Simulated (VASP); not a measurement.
Write the native input for VASP 6.6.1 that does the following.

```
Task                   : single point
Functional             : PBE
Potentials or basis    : VASP PAW PBE potentials, release 64 (Au)
Cutoff                 : 520 eV
k mesh                 : 14 × 14 × 8
Occupations            : fermi-dirac, width 0.03 eV
Spin                   : no spin polarisation
Dipole correction      : no
Further INCAR settings : ALGO = Normal; EDIFF = 1e-06; NBANDS = 18
```

The structure of Au lies in POSCAR:

```
Au
1.0
    2.8902993466      0.0000000000      0.0000000000
   -1.4451496733      2.5030726588      0.0000000000
    0.0000000000      0.0000000000      4.8636788079
Au
2
Direct
    0.3333333333      0.6666666667      0.7500000000
    0.6666666667      0.3333333333      0.2500000000
```

This cell differs from its parent crystal: volume scaled by 0.99.

The input as run:

INCAR

```
  PREC = Accurate
  ENCUT = 520
  EDIFF = 1E-6
  ISMEAR = -1
  SIGMA = 0.03
  LREAL = F
  LASPH = T
  NELM = 80
  ALGO = Normal
  ISIF = 2
  LWAVE = F
  LCHARG = T
  GGA = PE
  LELF = T
  LVHAR = T
  NBANDS = 18
```

KPOINTS

```
regular mesh
0
Gamma
  14 14 8
```

Potentials or basis: VASP PAW PBE potentials, release 64 (Au).

Launch:

```sh
$ cat potpaw_PBE.64/Au/POTCAR > POTCAR
$ mpirun -np 1 vasp_std > vasp.out
```

It gave:

```yaml
Pressure: 3.3 GPa
Band_gap_on_the_k_mesh: zero (band 11 reaches 12.76 eV, above the bottom of band 12 at 6.34 eV)
```

Caveat: spin-orbit coupling is left out, which moves the levels of the heavy elements.

Run time: 55 s on 1 thread of Intel(R) Xeon(R) Platinum 8488C (Sapphire Rapids), on a shared host, peak memory 0.2 GiB.
